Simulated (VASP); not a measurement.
# Na (P6_3/mmc) in VASP: further runs, part 2 of 2

VASP 6.6.1.

### Step 3. Single point, PBEsol (equal xx and yy strain of -2 %)

File INCAR:

```
PREC     = Accurate       # precision mode
ENCUT    = 520            # plane-wave cutoff, eV
EDIFF    = 1E-7           # SCF threshold, eV
ISMEAR   = -1             # smearing method
SIGMA    = 0.05           # smearing width, eV
LREAL    = False          # projectors in reciprocal space
LASPH    = True           # aspherical terms in the spheres
NELM     = 80             # most SCF steps
ALGO     = Normal         # electronic algorithm
ISIF     = 2              # what is computed and relaxed
LWAVE    = False          # write WAVECAR
LCHARG   = False          # write CHGCAR
GGA      = PS             # functional
NBANDS   = 14             # bands
```

File KPOINTS:

```
regular mesh
0
Gamma
  13 13 7
```

File POSCAR:

```
Na
1.0
    3.6916609776      0.0000000000      0.0000000000
   -1.8458304888      3.1970721888      0.0000000000
    0.0000000000      0.0000000000      6.1540000000
Na
2
Direct
    0.3333333333      0.6666666667      0.2500000000
    0.6666666667      0.3333333333      0.7500000000
```

Potentials or basis: VASP PAW PBE potentials, release 64 (Na_pv).

Launch:

```sh
> cat potpaw_PBE.64/Na_pv/POTCAR > POTCAR
> mpirun -np 1 vasp_std > vasp.out
```

OUTCAR:

```text
PREC = Accurate
   ENCUT = 520
   EDIFF = 1E-7
   ISMEAR = -1
   LREAL = False
   LASPH = True
   NELM = 80
   ISIF = 2
   GGA = PS

 ion  position               nearest neighbor table
   1  0.333  0.667  0.250-
   2  0.667  0.333  0.750-

  LATTYP: Found a hexagonal cell.
 ALAT       =     3.6916609776
 C/A-ratio  =     1.6670003116

  Lattice vectors:

 A1 = (   3.6916609776,   0.0000000000,   0.0000000000)
[... 583 lines left out ...]
      5     -24.4027      2.00000
      6     -24.4021      2.00000
      7      -2.5156      2.00000
      8       0.3114      1.46035
      9       2.5444      0.00000
     10       7.3580      0.00000
     11       9.2979      0.00000
     12       9.2987      0.00000
     13       9.9493      0.00000
     14      10.9391      0.00000

 [... further k-points ...]
[... 5 lines left out ...]
  --------------------------------------------------------------------------------------
  -------------------------------------------------------------------------------------
  Total        0.0217780      0.0217780     -0.0177777      0.0000000     -0.0000000      0.0000000
  in kB        0.4803933      0.4803933     -0.3921518      0.0000000     -0.0000000      0.0000000
  external PRESSURE =       0.1895449 kB  Pullay stress =       0.0000000 kB

 VOLUME and BASIS-vectors are now :
 -----------------------------------------------------------------------------
  energy-cutoff  :      520.00
  volume of cell :       72.63
      direct lattice vectors                 reciprocal lattice vectors
     3.691660978  0.000000000  0.000000000     0.270880779  0.156393090  0.000000000
    -1.845830489  3.197072189  0.000000000     0.000000000  0.312786181  0.000000000
     0.000000000  0.000000000  6.154000000     0.000000000  0.000000000  0.162495938

 POSITION                                       TOTAL-FORCE (eV/Angst)
 -----------------------------------------------------------------------------------
     -0.00000      2.13138      1.53850        -0.000000      0.000000      0.000000
      1.84583      1.06569      4.61550         0.000000     -0.000000      0.000000
 -----------------------------------------------------------------------------------
    total drift:                               -0.000000      0.000000     -0.000000

  FREE ENERGIE OF THE ION-ELECTRON SYSTEM (eV)
  ---------------------------------------------------
  free  energy   TOTEN  =        -2.8023110699 eV

  energy  without entropy=       -2.7953180185  energy(sigma->0) =       -2.79881454
```

Wall time 44 s (1 thread of Intel Xeon Platinum 8488C (Sapphire Rapids), shared host); peak memory 0.21 GiB.

Results:

| Quantity | Value |
| --- | --- |
| Free energy | -2.8023 eV |
| Pressure | 0.0 GPa |
| Band gap on the k mesh | zero (band 7 reaches 1.85 eV, above the bottom of band 8 at -1.63 eV) |

Stress tensor (GPa, compression positive):
```
 0.05  0.00  0.00
 0.00  0.05  0.00
 0.00  0.00 -0.04
```

Caveat: the cell differs from its parent crystal (equal xx and yy strain of -2 %); the PAW data sets were made with another functional, which shifts forces and pressure a little.

### Step 4. Single point, PBEsol (equal xx and yy strain of -1 %)

File INCAR:

```
SYSTEM = Na
PREC = Accurate ; ENCUT = 520
EDIFF = 1E-6 ; ISMEAR = -1
SIGMA = 0.05 ; LREAL = .False.
LASPH = .True. ; NELM = 100
ALGO = Normal ; ISIF = 2
LWAVE = .False. ; LCHARG = .False.
GGA = PS ; NBANDS = 14
```

File KPOINTS:

```
regular mesh
0
Gamma
  13 13 7
  0 0 0
```

File POSCAR:

```
Na
1.0
    3.7293309876      0.0000000000      0.0000000000
   -1.8646654938      3.2296953744      0.0000000000
    0.0000000000      0.0000000000      6.1540000000
Na
2
Direct
    0.3333333333      0.6666666667      0.2500000000
    0.6666666667      0.3333333333      0.7500000000
```

Launch:

```sh
> cat potpaw_PBE.64/Na_pv/POTCAR > POTCAR
> mpirun -np 1 vasp_std > vasp.out
```

Run time: 53 s. Hardware: 1 thread of Intel Xeon Platinum 8488C (Sapphire Rapids), shared host; peak memory 0.21 GiB.

It converged, with:

```yaml
Free_energy: -2.8018 eV
Pressure: -0.1 GPa
Band_gap_on_the_k_mesh: zero (band 7 reaches 1.75 eV, above the bottom of band 8 at -1.65 eV)
```

Levels at points of the mesh, in eV from the Fermi level:
```csv
k point,band 4,band 5,band 6,band 7,band 8,band 9,band 10,band 11
"(0.00, 0.00, 0.00)",-24.77,-24.77,-24.77,-3.27,0.50,0.91,10.07,10.07
```

Caveat: the cell differs from its parent crystal (equal xx and yy strain of -1 %); the PAW data sets were made with another functional, which shifts forces and pressure a little.

### Step 5. Single point, PBEsol (equal xx and yy strain of +1 %)

File INCAR:

```
ALGO     = Normal         # electronic algorithm
EDIFF    = 1E-6           # SCF threshold, eV
ENCUT    = 520            # plane-wave cutoff, eV
GGA      = PS             # functional
ISIF     = 2              # what is computed and relaxed
ISMEAR   = -1             # smearing method
LASPH    = True           # aspherical terms in the spheres
LCHARG   = False          # write CHGCAR
LREAL    = False          # projectors in reciprocal space
LWAVE    = False          # write WAVECAR
NBANDS   = 14             # bands
NELM     = 100            # most SCF steps
PREC     = Accurate       # precision mode
SIGMA    = 0.05           # smearing width, eV
```

File KPOINTS:

```
k-points
0
Gamma
  13 13 7
```

File POSCAR:

```
Na
1.0
    3.8046710076      0.0000000000      0.0000000000
   -1.9023355038      3.2949417456      0.0000000000
    0.0000000000      0.0000000000      6.1540000000
Na
2
Direct
    0.3333333333      0.6666666667      0.2500000000
    0.6666666667      0.3333333333      0.7500000000
```

Launch:

```sh
> cat potpaw_PBE.64/Na_pv/POTCAR > POTCAR
> mpirun -np 1 vasp_std > vasp.out
```

It took 62 s on 1 thread of Intel Xeon Platinum 8488C (Sapphire Rapids), shared host; peak memory 0.21 GiB.

It converged, with:

* Free energy: -2.7959 eV
* Pressure: -0.4 GPa
* Band gap on the k mesh: zero (band 7 reaches 1.58 eV, above the bottom of band 8 at -1.68 eV)

Stress tensor (GPa, compression positive):
```
-0.45  0.00  0.00
 0.00 -0.45  0.00
 0.00  0.00 -0.25
```

Levels at points of the mesh, in eV from the Fermi level:
| k point | band 5 | band 6 | band 7 | band 8 | band 9 | band 10 |
| --- | --- | --- | --- | --- | --- | --- |
| (0.00, 0.00, 0.00) | -24.81 | -24.81 | -3.19 | 0.59 | 0.99 | 9.69 |

Caveat: the cell differs from its parent crystal (equal xx and yy strain of +1 %); the PAW data sets were made with another functional, which shifts forces and pressure a little.

### Step 6. Summary

```tsv
cell	gap on the mesh (eV)	pressure (GPa)
a = 3.654, b = 3.654, c = 6.154 Å, angles 90.0, 90.0, 120.0°, 2 atoms	none	0.2
a = 3.692, b = 3.692, c = 6.154 Å, angles 90.0, 90.0, 120.0°, 2 atoms	none	0.0
a = 3.729, b = 3.729, c = 6.154 Å, angles 90.0, 90.0, 120.0°, 2 atoms	none	-0.1
a = 3.805, b = 3.805, c = 6.154 Å, angles 90.0, 90.0, 120.0°, 2 atoms	none	-0.4
```

Alike in all rows: task single point; level PBEsol; potentials or basis VASP PAW PBE potentials, release 64 (Na_pv); no spin polarisation; k mesh 13 × 13 × 7; cutoff (eV) 520; smearing fermi-dirac 0.05 eV.

Caveats: the PAW data sets were made with another functional, which shifts forces and pressure a little.

Absolute energies hang on the potentials; compare differences alone.
